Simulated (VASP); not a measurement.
Crystal: PbO.

```
CELL_PARAMETERS angstrom
0.00000 2.79878 2.79878
2.79878 0.00000 2.79878
2.79878 2.79878 0.00000
ATOMIC_POSITIONS crystal
Pb 0.00000 0.00000 0.00000
O 0.25000 0.25000 0.25000
```

Program: VASP 6.6.1. Alike in all runs: task single point; no spin polarisation; cell as given; k mesh 4 × 4 × 4; cutoff (eV) 520; smearing gaussian 0.01 eV.

Problem. Order these runs on this cell by their pressure, lowest first.
A. level HSE06; potentials or basis VASP PAW PBE potentials, release 64 (Pb_d, O); grid for exact exchange (PRECFOCK) Normal; share of exact exchange 0.25; screening parameter 0.2079 1/Å
B. level LDA; potentials or basis VASP PAW LDA potentials, release 64 (Pb_d, O)
C. level PBE; potentials or basis VASP PAW PBE potentials, release 64 (Pb_d, O)

Solution. B (-3.1 GPa), A (0.5 GPa), C (2.4 GPa).

Caveats: all runs use coarse meshes; the PAW data sets were made with another functional, which shifts forces and pressure a little (at least some runs).
